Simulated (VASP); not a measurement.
Write the native input for VASP 6.6.1 that does the following.

| Property | Result |
| --- | --- |
| Task | single point |
| Functional | PBEsol |
| Potentials or basis | VASP PAW PBE potentials, release 64 (In_d, P) |
| Cutoff | 500 eV |
| k mesh | 12 × 12 × 12 |
| Occupations | gaussian, width 0.1 eV |
| Spin | non-collinear spin, zero start, spin-orbit coupling |
| Starting moments | [[0.0, 0.0, 0.0], [0.0, 0.0, 0.0]] μB |
| Dipole correction | no |
| Further INCAR settings | ALGO = Normal; EDIFF = 1e-06; NBANDS = 30 |

The structure of InP (m.bso) lies in POSCAR:

```
InP
1.0
    0.0000000000      2.9394549845      2.9394549845
    2.9394549845      0.0000000000      2.9394549845
    2.9394549845      2.9394549845      0.0000000000
In P
1 1
Direct
    0.0000000000      0.0000000000      0.0000000000
    0.2500000000      0.2500000000      0.2500000000
```

These files were run (other wordings do the same):

INCAR

```
PREC = Accurate
ENCUT = 500
EDIFF = 1E-6
ISMEAR = 0
SIGMA = 0.1
LREAL = False
LASPH = True
NELM = 200
ALGO = Normal
ISIF = 2
LWAVE = False
LCHARG = False
LNONCOLLINEAR = True
MAGMOM = 0 0 0 0 0 0
LORBIT = 11
LSORBIT = True
GGA_COMPAT = False
LORBMOM = True
GGA = PS
NBANDS = 30
```

KPOINTS

```
regular mesh
0
Gamma
  12 12 12
```

Potentials or basis: VASP PAW PBE potentials, release 64 (In_d, P).

Command:

```console
$ cat potpaw_PBE.64/In_d/POTCAR potpaw_PBE.64/P/POTCAR > POTCAR
$ mpirun -np 1 vasp_ncl > vasp.out
```

Results of the run:

The pressure is -0.1 GPa. The net moment is 0.00 μB per cell. The valence electrons inside the program's atomic spheres are In 11.49; P 2.50.

Caveat: the PAW data sets were made with another functional, which shifts forces and pressure a little.

It took 8.8 min on 1 thread of Intel Xeon 8259CL (shared host), peak memory 0.43 GiB.
